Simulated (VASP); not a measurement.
# C (Fmmm) in VASP: further runs, part 2 of 2

VASP 6.6.1.

### Step 5. Single point, PBEsol (zz strain of +1 %)

INCAR reads:

```
SYSTEM = C
PREC = Accurate
ENCUT = 520
EDIFF = 1E-6
ISMEAR = -1
SIGMA = 0.05
LREAL = .False.
LASPH = .True.
NELM = 100
ALGO = Normal
ISIF = 2
LWAVE = .False.
LCHARG = .False.
GGA = PS
NBANDS = 11
```

KPOINTS reads:

```
Automatic mesh
0
Gamma
  18 18 18
  0 0 0
```

POSCAR reads:

```
C
1.0
    0.0000000000      2.1270000000      3.3814800000
    1.2280000000      0.0000000000      3.3814800000
    1.2280000000      2.1270000000      0.0000000000
C
2
Direct
    0.1666700000      0.8333300000      0.1666700000
    0.8333300000      0.1666700000      0.8333300000
```

Potentials or basis: VASP PAW PBE potentials, release 64 (C).

The run is started by

```bash
$ cat potpaw_PBE.64/C/POTCAR > POTCAR
$ mpirun -np 1 vasp_std > vasp.out
```

OUTCAR:

```text
SYSTEM = C
   PREC = Accurate
   ENCUT = 520
   EDIFF = 1E-6
   ISMEAR = -1
   LREAL = .False.
   LASPH = .True.
   NELM = 100
   ISIF = 2
   GGA = PS

 ion  position               nearest neighbor table
   1  0.167  0.833  0.167-   2 1.42   2 1.42   2 1.42
   2  0.833  0.167  0.833-   1 1.42   1 1.42   1 1.42

  LATTYP: Found a face centered orthorhombic cell.
 ALAT       =     2.4560000000
 B/A-ratio  =     1.7320846906
 C/A-ratio  =     2.7536482085

  Lattice vectors:

 A1 = (   0.0000000000,   2.1270000000,   3.3814800000)
 A2 = (   1.2280000000,   0.0000000000,   3.3814800000)
 A3 = (   1.2280000000,   2.1270000000,   0.0000000000)

Analysis of symmetry for initial positions (statically):
=====================================================================
 Subroutine PRICEL returns:
 Original cell was already a primitive cell.

 Routine SETGRP: Setting up the symmetry group for a
 face centered orthorhombic supercell.

 Subroutine GETGRP returns: Found  8 space group operations
 (whereof  8 operations were pure point group operations)
 out of a pool of  8 trial point group operations.

The static configuration has the point symmetry D_2h.

Analysis of symmetry for dynamics (positions and initial velocities):
=====================================================================
 Subroutine PRICEL returns:
 Original cell was already a primitive cell.

 Routine SETGRP: Setting up the symmetry group for a
 face centered orthorhombic supercell.

 Subroutine GETGRP returns: Found  8 space group operations
 (whereof  8 operations were pure point group operations)
 out of a pool of  8 trial point group operations.

The dynamic configuration has the point symmetry D_2h.

 Subroutine INISYM returns: Found  8 space group operations
 (whereof  8 operations are pure point group operations),
 and found     1 'primitive' translations

----------------------------------------------------------------------------------------

                                     Primitive cell
[... 114 lines left out ...]
  Thomas-Fermi vector in A             =   2.390869
   LORBIT       =      0    0 simple, 1 ext, 2 COOP (PROOUT), +10 PAW based schemes
   GGA     = PS    functional components
   LHFCALC =     F    Hartree Fock is set to
   AEXX    =    0.0000 exact exchange contribution
   IVDW    =     0    specifies the selected vdW correction
   LEPSILON=     F    determine dielectric tensor
   LRPA    =     F    only Hartree local field effects (RPA)
 non-spin polarized calculation
  energy-cutoff  :      520.00
  volume of cell :       17.66
 maximum number of plane-waves:       499
 NGX is ok and might be reduce to    30
   NGX = 15   NGY = 13   NGZ =  9

 number of electron       8.0000000 magnetization

 Free energy of the ion-electron system (eV)
  ---------------------------------------------------
  ext. energy  EPLUGINS =         0.00000000
  ---------------------------------------------------
  free energy    TOTEN  =       -19.28280943 eV

  energy without entropy =      -19.28258952  energy(sigma->0) =      -19.28269948

 E-fermi :   4.5953     XC(G=0): -10.5132

 val. band max:        4.5604244259   @ k =  -0.2778   0.0556   0.3333
 cond. band min:       4.6363331202   @ k =  -0.2222   0.1111   0.3333
 fundamental gap:      0.0759086943
 Fermi energy:         4.5953162013

 k-point     1 :       0.0000    0.0000    0.0000
  band No.  band energies     occupation
      1     -15.0989      2.00000
      2      -2.0850      2.00000
      3       1.6243      2.00000
      4       1.6472      2.00000
      5       8.5405      0.00000
      6      12.9745      0.00000
      7      13.0425      0.00000
      8      16.1519      0.00000
      9      17.5737      0.00000
     10      27.0688      0.00000
     11      29.8322      0.00000
[... 309 lines left out ...]
 k-point    24 :      -0.2222    0.0556   -0.0000
  band No.  band energies     occupation
      1     -13.2460      2.00000
      2      -3.4798      2.00000
      3      -0.6892      2.00000
      4      -0.1819      2.00000
      5      10.7590      0.00000
      6      11.1678      0.00000
      7      12.6864      0.00000
      8      19.0997      0.00000
      9      20.9108      0.00000
     10      22.7511      0.00000
     11      27.8357      0.00000

 [... further k-points ...]
[... 5 lines left out ...]
  --------------------------------------------------------------------------------------
  -------------------------------------------------------------------------------------
  Total        0.2829596      0.2312548      0.1503366     -0.0000000      0.0000000      0.0000000
  in kB       25.6644747     20.9748443     13.6355516     -0.0000000      0.0000000      0.0000000
  external PRESSURE =      20.0916235 kB  Pullay stress =       0.0000000 kB

 VOLUME and BASIS-vectors are now :
 -----------------------------------------------------------------------------
  energy-cutoff  :      520.00
  volume of cell :       17.66
      direct lattice vectors                 reciprocal lattice vectors
     0.000000000  2.127000000  3.381480000    -0.407166124  0.235072873  0.147864249
     1.228000000  0.000000000  3.381480000     0.407166124 -0.235072873  0.147864249
     1.228000000  2.127000000  0.000000000     0.407166124  0.235072873 -0.147864249

 POSITION                                       TOTAL-FORCE (eV/Angst)
 -----------------------------------------------------------------------------------
      1.22800      0.70901      3.38148         0.000000      0.003585      0.000000
      1.22800      3.54499      3.38148         0.000000     -0.003585      0.000000
 -----------------------------------------------------------------------------------
    total drift:                               -0.000000     -0.000000     -0.000000

  FREE ENERGIE OF THE ION-ELECTRON SYSTEM (eV)
  ---------------------------------------------------
  free  energy   TOTEN  =       -19.2828094278 eV

  energy  without entropy=      -19.2825895249  energy(sigma->0) =      -19.28269948
```

It took 2.9 min on 1 thread of Intel Xeon 6975P-C, shared host; peak memory 0.25 GiB.

What came out:

| Quantity | Value |
| --- | --- |
| Free energy | -19.2828 eV |
| Pressure | 2.0 GPa |
| Largest force | 0.004 eV/Å |
| Band gap on the k mesh | 0.08 eV, indirect (least direct gap 0.15 eV) |

Forces on the atoms (eV/Å):
```
C    0.000  0.004  0.000
C    0.000 -0.004  0.000
```

Caveat: the cell differs from its parent crystal (zz strain of +1 %); the PAW data sets were made with another functional, which shifts forces and pressure a little.

### Step 6. The runs side by side

| cell | gap on the mesh (eV) | pressure (GPa) |
| --- | --- | --- |
| a = 4.001, b = 3.579, c = 2.530 Å, angles 79.8, 61.7, 38.5°, 2 atoms | 0.08 | -20.1 |
| a = 3.933, b = 3.554, c = 2.382 Å, angles 80.4, 63.0, 36.7°, 2 atoms | 0.08 | 31.7 |
| a = 3.955, b = 3.562, c = 2.431 Å, angles 80.2, 62.5, 37.3°, 2 atoms | 0.08 | 11.1 |
| a = 3.995, b = 3.598, c = 2.456 Å, angles 80.2, 62.5, 37.3°, 2 atoms | 0.08 | 2.0 |

Alike in all rows: task single point; level PBEsol; potentials or basis VASP PAW PBE potentials, release 64 (C); no spin polarisation; k mesh 18 × 18 × 18; cutoff (eV) 520; smearing fermi-dirac 0.05 eV.

Caveats: the PAW data sets were made with another functional, which shifts forces and pressure a little.

Total energies depend on the potentials used, so only differences within one code and one set of settings carry meaning.
